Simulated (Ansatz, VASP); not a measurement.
# Two plane-wave programs on W

The input INCAR:

```
PREC = Accurate
ENCUT = 600
EDIFF = 1E-6
ISMEAR = 0
SIGMA = 0.1
LREAL = False
LASPH = True
NELM = 80
ALGO = Normal
ISIF = 3
LWAVE = False
LCHARG = False
GGA = PS
IBRION = 2
NSW = 80
EDIFFG = -0.01
```

The input KPOINTS:

```
Automatic mesh
0
Gamma
  18 18 18
```

File POSCAR:

```
W
1.0
    0.0000000000      2.0004063412      2.0004063412
    2.0004063412      0.0000000000      2.0004063412
    2.0004063412      2.0004063412      0.0000000000
W
1
Direct
    0.0000000000      0.0000000000      0.0000000000
```

Input for Ansatz:

```yaml
crystal:
  lattice:
    - [0.0, 2.0004063412, 2.0004063412]
    - [2.0004063412, 0.0, 2.0004063412]
    - [2.0004063412, 2.0004063412, 0.0]
  atoms:
    - { symbol: W, position: [0.0, 0.0, 0.0] }
basis:
  ecutwfc: 420
kpoints:
  mp_grid: { grid: [18, 18, 18] }
hamiltonian:
  xc: pbesol
scf:
  occupations: { method: gaussian, width: 0.1 }
output:
  forces: true
  stress: true
  eigenvalues: true
relax:
  adjacent_minimum: "off"
  f_tol: 0.01
  max_steps: 60
  cell: { stress_tol: 0.1 }
```

Alike in both runs: task relaxation of cell and atoms; functional PBEsol; k mesh 18 × 18 × 18; occupations gaussian, width 0.1 eV; no spin polarisation.

```csv
,VASP,Ansatz
version,VASP 6.6.1,Ansatz 0.2.0
potentials or method,"VASP PAW PBE potentials, release 64 (W_sv), cutoff 600 eV","scalar-relativistic, plane waves, PAW"
valence electrons in the cell,14,14
```

```csv
,VASP,Ansatz,Ansatz less VASP
"gap on the k mesh at the Fermi level, each at its own relaxed structure (eV)",none,none,-
relaxed volume (Å³/atom),16.01,15.98,-0.034
relaxed cell length with the largest relative difference (Å),2.829,2.827,-0.0020
```

VASP's potentials were made for PBE, not for PBEsol. A gap of «none» marks a metal or a gap that the smearing closes.

Spin-orbit coupling is off throughout. Noted on VASP's run: the relaxation stopped at its first step, so nothing moved.
